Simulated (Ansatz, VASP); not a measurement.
# One calculation of Mg7Te, two programs

INCAR

```
PREC = Accurate ; ENCUT = 600
EDIFF = 1E-6 ; ISMEAR = 0
SIGMA = 0.2 ; LREAL = F
LASPH = T ; NELM = 80
ALGO = Normal ; ISIF = 3
LWAVE = F ; LCHARG = F
GGA = PE ; IBRION = 2
NSW = 36 ; EDIFFG = -0.08
```

KPOINTS

```
regular mesh
0
Gamma
  3 3 4
```

File POSCAR:

```
Mg7Te
1.0
    5.9300000000      0.0000000000      0.0000000000
   -2.9650000000      5.1355306400      0.0000000000
    0.0000000000      0.0000000000      4.8100000000
Mg Te
7 1
Direct
    0.5000000000      0.0000000000      0.0000000000
    0.6666000000      0.8333000000      0.5000000000
    0.6666666700      0.3333333300      0.5000000000
    0.0000000000      0.5000000000      0.0000000000
    0.1667000000      0.8333000000      0.5000000000
    0.1667000000      0.3334000000      0.5000000000
    0.5000000000      0.5000000000      0.0000000000
    0.0000000000      0.0000000000      0.0000000000
```

Input for Ansatz:

```yaml
crystal:
  lattice:
    - [5.93, 0.0, 0.0]
    - [-2.965, 5.13553064, 0.0]
    - [0.0, 0.0, 4.81]
  atoms:
    - { symbol: Mg, position: [0.5, 0.0, 0.0] }
    - { symbol: Mg, position: [0.6666, 0.8333, 0.5] }
    - { symbol: Mg, position: [0.66666667, 0.33333333, 0.5] }
    - { symbol: Mg, position: [0.0, 0.5, 0.0] }
    - { symbol: Mg, position: [0.1667, 0.8333, 0.5] }
    - { symbol: Mg, position: [0.1667, 0.3334, 0.5] }
    - { symbol: Mg, position: [0.5, 0.5, 0.0] }
    - { symbol: Te, position: [0.0, 0.0, 0.0] }
basis:
  ecutwfc: 420
kpoints:
  mp_grid: { grid: [3, 3, 4] }
hamiltonian:
  xc: pbe
scf:
  occupations: { method: gaussian, width: 0.2 }
  lower_state_search: "off"
output:
  forces: true
  stress: true
  eigenvalues: true
relax:
  adjacent_minimum: "off"
  f_tol: 0.08
  max_steps: 16
  cell: { stress_tol: 0.8 }
```

Alike in both runs: task relaxation of cell and atoms; functional PBE; k mesh 3 × 3 × 4; occupations gaussian, width 0.2 eV; no spin polarisation.

|  | VASP | Ansatz |
| --- | --- | --- |
| version | VASP 6.6.1 | Ansatz 0.2.0 |
| potentials or method | VASP PAW PBE potentials, release 64 (Mg, Te), cutoff 600 eV | scalar-relativistic, plane waves, PAW |
| valence electrons in the cell | 20 | 86 |

```csv
,VASP,Ansatz,Ansatz less VASP
"gap on the k mesh at the Fermi level, each at its own relaxed structure (eV)",none,none,-
relaxed volume (Å³/atom),23.77,23.87,+0.104
relaxed length of the cell vector where the two differ most in proportion (Å),6.267,6.280,+0.0134
```

A gap of «none» marks a metal or a gap that the smearing closes. VASP's potentials hold 20 valence electrons a cell and Ansatz's 86, so a difference there can come from the potentials and not from the codes.

The k mesh is coarse, so the values compare programs but aren't converged. Spin-orbit coupling is off throughout. Noted on VASP's run: the volume moved by over 15 % at a fixed basis, so the end points are rough.
